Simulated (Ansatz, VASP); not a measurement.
**MoS2: VASP beside Ansatz**

Contents of INCAR:

```
SYSTEM = MoS2
PREC     = Accurate       ! precision mode
ENCUT    = 600            ! plane-wave cutoff, eV
EDIFF    = 1E-7           ! SCF threshold, eV
ISMEAR   = 0              ! smearing method
SIGMA    = 0.02           ! smearing width, eV
LREAL    = .False.        ! projectors in reciprocal space
LASPH    = .True.         ! aspherical terms in the spheres
NELM     = 100            ! most SCF steps
ALGO     = Normal         ! electronic algorithm
ISIF     = 3              ! what is computed and relaxed
LWAVE    = .False.        ! write WAVECAR
LCHARG   = .False.        ! write CHGCAR
GGA      = PS             ! functional
IBRION   = 2              ! ionic algorithm
NSW      = 70             ! ionic steps
EDIFFG   = -0.005         ! ionic threshold
```

Contents of KPOINTS:

```
Automatic mesh
0
Gamma
  12 12 4
  0 0 0
```

Contents of POSCAR:

```
MoS2
1.0
    3.1491697115      0.0000000000      0.0000000000
   -1.5745848558      2.7272609710      0.0000000000
    0.0000000000      0.0000000000     12.0898517008
Mo S
2 4
Direct
    0.3333333333      0.6666666667      0.2500000000
    0.6666666667      0.3333333333      0.7500000000
    0.3333333333      0.6666666667      0.6204901692
    0.6666666667      0.3333333333      0.1204901692
    0.3333333333      0.6666666667      0.8795098308
    0.6666666667      0.3333333333      0.3795098308
```

Input for Ansatz:

```yaml
crystal:
  lattice:
    - [3.1491697115, 0.0, 0.0]
    - [-1.5745848558, 2.727260971, 0.0]
    - [0.0, 0.0, 12.0898517008]
  atoms:
    - { symbol: Mo, position: [0.3333333333, 0.6666666667, 0.25] }
    - { symbol: Mo, position: [0.6666666667, 0.3333333333, 0.75] }
    - { symbol: S, position: [0.3333333333, 0.6666666667, 0.6204901692] }
    - { symbol: S, position: [0.6666666667, 0.3333333333, 0.1204901692] }
    - { symbol: S, position: [0.3333333333, 0.6666666667, 0.8795098308] }
    - { symbol: S, position: [0.6666666667, 0.3333333333, 0.3795098308] }
basis:
  ecutwfc: 420
kpoints:
  mp_grid: { grid: [12, 12, 4] }
hamiltonian:
  xc: pbesol
scf:
  occupations: { method: gaussian, width: 0.02 }
output:
  forces: true
  stress: true
  eigenvalues: true
relax:
  adjacent_minimum: "off"
  f_tol: 0.005
  max_steps: 50
  cell: { stress_tol: 0.05 }
```

Alike in both runs: task relaxation of cell and atoms; functional PBEsol; k mesh 12 × 12 × 4; occupations gaussian, width 0.02 eV; no spin polarisation.

```csv
,VASP,Ansatz
version,VASP 6.6.1,Ansatz 0.2.0
potentials or method,"VASP PAW PBE potentials, release 64 (Mo_sv, S), cutoff 600 eV","scalar-relativistic, plane waves, PAW"
valence electrons in the cell,52,52
```

```csv
,VASP,Ansatz,Ansatz less VASP
"gap on the k mesh at the Fermi level, each at its own relaxed structure (eV)",0.98,0.98,+0.003
relaxed volume (Å³/atom),17.86,17.92,+0.056
relaxed cell length with the largest relative difference (Å),12.540,12.579,+0.0394
```

VASP's potentials were made for PBE, not for PBEsol.
